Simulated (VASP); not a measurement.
# Mn (Fd-3m) in VASP: further runs

Mn is run at these levels: r2SCAN; tasks: single point.

Everything below comes from runs of VASP 6.6.1. Logs are shortened: lines on timing, memory, paths and dates and some standing lists are left out, and cuts for length are marked.

### Step 1. The cell of the first run

The structure is cubic, space group Fd-3m (No. 227). The conventional cell has a = 4.895 Å, b = 4.895 Å, c = 4.895 Å, α = 90.00°, β = 90.00°, γ = 90.00°. Mn (site symmetry -43m) has 4 Mn at 2.12 Å within 2.8 Å.

### Step 2. Single point, r2SCAN

File POSCAR:

```
Mn
1.0
    0.0000000000      2.4475242823      2.4475242823
    2.4475242823      0.0000000000      2.4475242823
    2.4475242823      2.4475242823      0.0000000000
Mn
2
Direct
    0.1250000000      0.1250000000      0.1250000000
    0.8750000000      0.8750000000      0.8750000000
```

File INCAR.step1:

```
ALGO = Normal
EDIFF = 1E-4
ENCUT = 520
GGA = PE
ISMEAR = -1
LASPH = T
LCHARG = F
LREAL = F
LWAVE = T
NBANDS = 20
NELM = 100
PREC = Accurate
SIGMA = 0.1
```

File INCAR.step2:

```
ALGO = Normal
EDIFF = 1E-6
ENCUT = 520
ISIF = 2
ISMEAR = -1
ISTART = 1
LASPH = T
LCHARG = F
LMIXTAU = T
LREAL = F
LWAVE = F
METAGGA = R2SCAN
NBANDS = 20
NELM = 100
PREC = Accurate
SIGMA = 0.1
```

File KPOINTS:

```
k-points
0
Gamma
  13 13 13
```

Potentials or basis: VASP PAW PBE potentials, release 64 (Mn_pv).

On the command line:

```
$ cat potpaw_PBE.64/Mn_pv/POTCAR > POTCAR
$ cp INCAR.step1 INCAR
$ mpirun -np 1 vasp_std > vasp.out
$ cp INCAR.step2 INCAR
$ mpirun -np 1 vasp_std > vasp.out
```

OUTCAR:

```text
EDIFF = 1E-6
   ENCUT = 520
   ISIF = 2
   ISMEAR = -1
   ISTART = 1
   LASPH = T
   LREAL = F
   METAGGA = R2SCAN
   NELM = 100
   PREC = Accurate

 ion  position               nearest neighbor table
   1  0.125  0.125  0.125-   2 2.12   2 2.12   2 2.12   2 2.12
   2  0.875  0.875  0.875-   1 2.12   1 2.12   1 2.12   1 2.12

  LATTYP: Found a face centered cubic cell.
 ALAT       =     4.8950485646

  Lattice vectors:

 A1 = (   0.0000000000,   2.4475242823,   2.4475242823)
 A2 = (   2.4475242823,   0.0000000000,   2.4475242823)
 A3 = (   2.4475242823,   2.4475242823,   0.0000000000)

Analysis of symmetry for initial positions (statically):
=====================================================================
 Subroutine PRICEL returns:
 Original cell was already a primitive cell.

 Routine SETGRP: Setting up the symmetry group for a
 face centered cubic supercell.

 Subroutine GETGRP returns: Found 48 space group operations
 (whereof 12 operations were pure point group operations)
 out of a pool of 48 trial point group operations.

The static configuration has the point symmetry D_3d.
 The point group associated with its full space group is O_h .

Analysis of symmetry for dynamics (positions and initial velocities):
=====================================================================
 Subroutine PRICEL returns:
 Original cell was already a primitive cell.

 Routine SETGRP: Setting up the symmetry group for a
 face centered cubic supercell.

 Subroutine GETGRP returns: Found 48 space group operations
 (whereof 12 operations were pure point group operations)
 out of a pool of 48 trial point group operations.

The dynamic configuration has the point symmetry D_3d.
 The point group associated with its full space group is O_h .

 Subroutine INISYM returns: Found 48 space group operations
 (whereof 12 operations are pure point group operations),
 and found     1 'primitive' translations

----------------------------------------------------------------------------------------

                                     Primitive cell

  volume of cell :      29.3232

  direct lattice vectors                    reciprocal lattice vectors
     0.000000000  2.447524282  2.447524282    -0.204288065  0.204288065  0.204288065
     2.447524282  0.000000000  2.447524282     0.204288065 -0.204288065  0.204288065
     2.447524282  2.447524282  0.000000000     0.204288065  0.204288065 -0.204288065

  length of vectors
     3.461322034  3.461322034  3.461322034     0.353837308  0.353837308  0.353837308

  position of ions in fractional coordinates (direct lattice)
     0.125000000  0.125000000  0.125000000
     0.875000000  0.875000000  0.875000000

  ion indices of the primitive-cell ions
   primitive index   ion index
                 1           1
                 2           2

----------------------------------------------------------------------------------------

 KPOINTS: k-points

Automatic generation of k-mesh.
 Grid dimensions read from file:
 generate k-points for:   13   13   13

 Generating k-lattice:

  Cartesian coordinates                     Fractional coordinates (reciprocal lattice)
    -0.015714467  0.015714467  0.015714467     0.076923077  0.000000000  0.000000000
     0.015714467 -0.015714467  0.015714467     0.000000000  0.076923077  0.000000000
     0.015714467  0.015714467 -0.015714467     0.000000000  0.000000000  0.076923077

  Length of vectors
     0.027218254  0.027218254  0.027218254

  Shift w.r.t. Gamma in fractional coordinates (k-lattice)
     0.000000000  0.000000000  0.000000000

 Subroutine IBZKPT returns following result:
 ===========================================

 Found     84 irreducible k-points:

 Following reciprocal coordinates:
            Coordinates               Weight
  0.000000  0.000000  0.000000      1.000000
  0.076923  0.000000  0.000000      8.000000
  0.153846  0.000000  0.000000      8.000000
  0.230769  0.000000  0.000000      8.000000
  0.307692  0.000000  0.000000      8.000000
  0.384615  0.000000  0.000000      8.000000
[... 16 lines left out ...]
  0.384615  0.153846  0.000000     24.000000
  0.461538  0.153846  0.000000     24.000000
 [... further k-points ...]
   k-points           NKPTS =     84   k-points in BZ     NKDIM =     84   number of bands    NBANDS=     20
   number of dos      NEDOS =    301   number of ions     NIONS =      2
   total plane-waves  NPLWV =  21952
   dimension x,y,z NGX =    28 NGY =   28 NGZ =   28
   dimension x,y,z NGXF=    56 NGYF=   56 NGZF=   56
   ions per type =               2
   NGX,Y,Z   is equivalent  to a cutoff of  13.45, 13.45, 13.45 a.u.
   NGXF,Y,Z  is equivalent  to a cutoff of  26.90, 26.90, 26.90 a.u.
 SYSTEM =  unknown system
   PREC   = accura    normal or accurate (medium, high low for compatibility)
   ISTART =      1    job   : 0-new  1-cont  2-samecut
   ICHARG =      0    charge: 1-file 2-atom 10-const
   ISPIN  =      1    spin polarized calculation?
   LNONCOLLINEAR =      F non collinear calculations
   LSORBIT =      F    spin-orbit coupling
   LASPH  =      T    aspherical Exc in radial PAW
   ENCUT  =  520.0 eV  38.22 Ry    6.18 a.u.   6.44  6.44  6.44*2*pi/ulx,y,z
   NELM   =    100;   NELMIN=  2; NELMDL=  0     # of ELM steps
   EDIFF  = 0.1E-05   stopping-criterion for ELM
   LREAL  =      F    real-space projection
   EDIFFG = 0.1E-04   stopping-criterion for IOM
   NSW    =      0    number of steps for IOM
   IBRION =     -1    ionic relax: 0-MD 1-quasi-New 2-CG
   NFREE  =      0    steps in history (QN), initial steepest desc. (CG)
   ISIF   =      2    stress and relaxation
   ISYM   =      2    0-nonsym 1-usesym 2-fastsym
   POTIM  = 0.5000    time-step for ionic-motion
   TEBEG  =    0.0;   TEEND  =   0.0 temperature during run
   PSTRESS=    0.0 pullay stress
   NELECT =      26.0000    total number of electrons
   NUPDOWN=      -1.0000    fix difference up-down
   EMIN   =  10.00;   EMAX   =-10.00  energy-range for DOS
   EFERMI =   0.00;   METHOD = LEGACY
   ISMEAR =    -1;   SIGMA  =   0.10  broadening in eV -4-tet -1-fermi 0-gaus
   EFERMI_NEDOS =   21; number of points for ismear=-14 and -15
   IALGO  =     38    algorithm
   IMIX   =      4    mixing-type and parameters
     AMIX     =   0.40;   BMIX     =  1.00
     AMIX_MAG =   1.60;   BMIX_MAG =  1.00
  volume/ion in A,a.u.               =      14.66        98.94
  Fermi-wavevector in a.u.,A,eV,Ry     =   1.572759  2.972084 33.654989  2.473572
  Thomas-Fermi vector in A             =   2.674145
   LORBIT       =      0    0 simple, 1 ext, 2 COOP (PROOUT), +10 PAW based schemes
   METAGGA = R2SCAN    functional components
   LHFCALC =     F    Hartree Fock is set to
   AEXX    =    0.0000 exact exchange contribution
   IVDW    =     0    specifies the selected vdW correction
   LEPSILON=     F    determine dielectric tensor
   LRPA    =     F    only Hartree local field effects (RPA)
 non-spin polarized calculation
  energy-cutoff  :      520.00
  volume of cell :       29.32
 maximum number of plane-waves:       809
 NGX is ok and might be reduce to    28
   NGX = 13   NGY = 13   NGZ = 13

 number of electron      25.9999995 magnetization

 Free energy of the ion-electron system (eV)
  ---------------------------------------------------
  ext. energy  EPLUGINS =         0.00000000
  ---------------------------------------------------
  free energy    TOTEN  =       -25.81090660 eV

  energy without entropy =      -25.76137747  energy(sigma->0) =      -25.78614203

 E-fermi :   6.3522     XC(G=0): -12.8323

 val. band max:        6.2768410458   @ k =  -0.1538   0.0769   0.0000
 cond. band min:       6.3680143669   @ k =   0.1538   0.0769   0.0000
 fundamental gap:      0.0911733211
 Fermi energy:         6.3522153399

 k-point     1 :       0.0000    0.0000    0.0000
  band No.  band energies     occupation
      1     -43.3883      2.00000
      2     -43.3883      2.00000
      3     -43.3882      2.00000
      4     -42.5579      2.00000
      5     -42.5579      2.00000
      6     -42.5578      2.00000
[... 12 lines left out ...]
     19      21.7361      0.00000
     20      21.7361      0.00000

 k-point     2 :       0.0769    0.0000    0.0000
  band No.  band energies     occupation
      1     -43.3944      2.00000
      2     -43.3943      2.00000
      3     -43.3880      2.00000
      4     -42.5595      2.00000
      5     -42.5518      2.00000
      6     -42.5517      2.00000
[... 12 lines left out ...]
     19      21.0243      0.00000
     20      21.0244      0.00000

 k-point     3 :       0.1538    0.0000    0.0000
  band No.  band energies     occupation
      1     -43.4109      2.00000
      2     -43.4108      2.00000
      3     -43.3874      2.00000
      4     -42.5638      2.00000
      5     -42.5352      2.00000
      6     -42.5351      2.00000
[... 12 lines left out ...]
     19      20.2393      0.00000
     20      20.2394      0.00000

 k-point     4 :       0.2308    0.0000    0.0000
  band No.  band energies     occupation
      1     -43.4331      2.00000
      2     -43.4330      2.00000
      3     -43.3868      2.00000
      4     -42.5694      2.00000
      5     -42.5128      2.00000
      6     -42.5127      2.00000
[... 12 lines left out ...]
     19      19.5629      0.00000
     20      19.5630      0.00000

 k-point     5 :       0.3077    0.0000    0.0000
  band No.  band energies     occupation
      1     -43.4555      2.00000
      2     -43.4554      2.00000
      3     -43.3868      2.00000
      4     -42.5748      2.00000
      5     -42.4902      2.00000
      6     -42.4901      2.00000
[... 12 lines left out ...]
     19      19.0100      0.00000
     20      19.0101      0.00000
[... 353 lines left out ...]
      6     -42.4863      2.00000
[... 12 lines left out ...]
     19      17.2503      0.00000
     20      19.2916      0.00000

 k-point    22 :       0.3077    0.1538    0.0000
  band No.  band energies     occupation
      1     -43.4881      2.00000
      2     -43.4817      2.00000
      3     -43.3046      2.00000
      4     -42.6534      2.00000
      5     -42.4642      2.00000
      6     -42.4606      2.00000
[... 12 lines left out ...]
     19      16.6461      0.00000
     20      18.2749      0.00000

 k-point    23 :       0.3846    0.1538    0.0000
  band No.  band energies     occupation
      1     -43.5158      2.00000
      2     -43.4984      2.00000
      3     -43.2898      2.00000
      4     -42.6701      2.00000
      5     -42.4473      2.00000
      6     -42.4354      2.00000
[... 12 lines left out ...]
     19      16.3268      0.00000
     20      17.2112      0.00000

 k-point    24 :       0.4615    0.1538    0.0000
  band No.  band energies     occupation
      1     -43.5385      2.00000
      2     -43.5065      2.00000
      3     -43.2804      2.00000
      4     -42.6806      2.00000
      5     -42.4390      2.00000
      6     -42.4148      2.00000
[... 12 lines left out ...]
     19      16.3095      0.00000
     20      16.3441      0.00000

 [... further k-points ...]
[... 5 lines left out ...]
  --------------------------------------------------------------------------------------
  -------------------------------------------------------------------------------------
  Total        0.1650308      0.1650308      0.1650308     -0.0000000      0.0000000     -0.0000000
  in kB        9.0170523      9.0170523      9.0170523     -0.0000000      0.0000000     -0.0000000
  external PRESSURE =       9.0170523 kB  Pullay stress =       0.0000000 kB

 VOLUME and BASIS-vectors are now :
 -----------------------------------------------------------------------------
  energy-cutoff  :      520.00
  volume of cell :       29.32
      direct lattice vectors                 reciprocal lattice vectors
     0.000000000  2.447524282  2.447524282    -0.204288065  0.204288065  0.204288065
     2.447524282  0.000000000  2.447524282     0.204288065 -0.204288065  0.204288065
     2.447524282  2.447524282  0.000000000     0.204288065  0.204288065 -0.204288065

 POSITION                                       TOTAL-FORCE (eV/Angst)
 -----------------------------------------------------------------------------------
      0.61188      0.61188      0.61188        -0.000000     -0.000000     -0.000000
      4.28317      4.28317      4.28317         0.000000      0.000000      0.000000
 -----------------------------------------------------------------------------------
    total drift:                                0.000000      0.000000     -0.000000

  FREE ENERGIE OF THE ION-ELECTRON SYSTEM (eV)
  ---------------------------------------------------
  free  energy   TOTEN  =       -25.8109065986 eV

  energy  without entropy=      -25.7613774661  energy(sigma->0) =      -25.78614203
```

Wall time 6.3 min (1 thread of AMD EPYC 7R13, shared host); peak memory 0.16 GiB.

Results:

```yaml
Free_energy: -25.8109 eV
Pressure: 0.9 GPa
Band_gap_on_the_k_mesh: zero (band 13 reaches 6.82 eV, above the bottom of band 14 at 6.22 eV)
```

Caveat: the PAW data sets were made with another functional, which shifts forces and pressure a little; the run has no spin polarisation, though such a crystal can be magnetic.

### Step 3. Single point, r2SCAN (volume scaled by 1.04)

File POSCAR:

```
Mn
1.0
    0.0000000000      2.4797322427      2.4797322427
    2.4797322427      0.0000000000      2.4797322427
    2.4797322427      2.4797322427      0.0000000000
Mn
2
Direct
    0.1250000000      0.1250000000      0.1250000000
    0.8750000000      0.8750000000      0.8750000000
```

File INCAR.step1:

```
  ALGO = Normal
  EDIFF = 1E-4
  ENCUT = 520
  GGA = PE
  ISMEAR = -1
  LASPH = T
  LCHARG = F
  LREAL = F
  LWAVE = T
  NBANDS = 20
  NELM = 80
  PREC = Accurate
  SIGMA = 0.1
```

File INCAR.step2:

```
  ALGO = Normal
  EDIFF = 1E-6
  ENCUT = 520
  ISIF = 2
  ISMEAR = -1
  ISTART = 1
  LASPH = T
  LCHARG = T
  LELF = T
  LMIXTAU = T
  LREAL = F
  LVHAR = T
  LWAVE = F
  METAGGA = R2SCAN
  NBANDS = 20
  NELM = 80
  PREC = Accurate
  SIGMA = 0.1
```

KPOINTS is that of step 2.

Potentials or basis: VASP PAW PBE potentials, release 64 (Mn_pv).

On the command line:

```
$ cat potpaw_PBE.64/Mn_pv/POTCAR > POTCAR
$ cp INCAR.step1 INCAR
$ mpirun -np 1 vasp_std > vasp.out
$ cp INCAR.step2 INCAR
$ mpirun -np 1 vasp_std > vasp.out
```

Wall time 6.5 min (1 thread of AMD EPYC 7R13, shared host); peak memory 0.16 GiB.

The run converged. Its results:

```
Free energy            : -25.7955 eV
Pressure               : -5.0 GPa
Band gap on the k mesh : zero (band 13 reaches 6.38 eV, above the bottom of band 14 at 5.80 eV)
```

Levels at points of the mesh, in eV from the Fermi level:
```
           k point  band 11  band 12  band 13  band 14  band 15  band 16
(0.00, 0.00, 0.00)    -1.90    -1.90     0.44     0.44     0.44     2.40
```

Caveat: the PAW data sets were made with another functional, which shifts forces and pressure a little; the run has no spin polarisation, though such a crystal can be magnetic. Spin polarisation is off, so any magnetic state and its effect on volume and gap are missing.

[end of part 1 of 2]
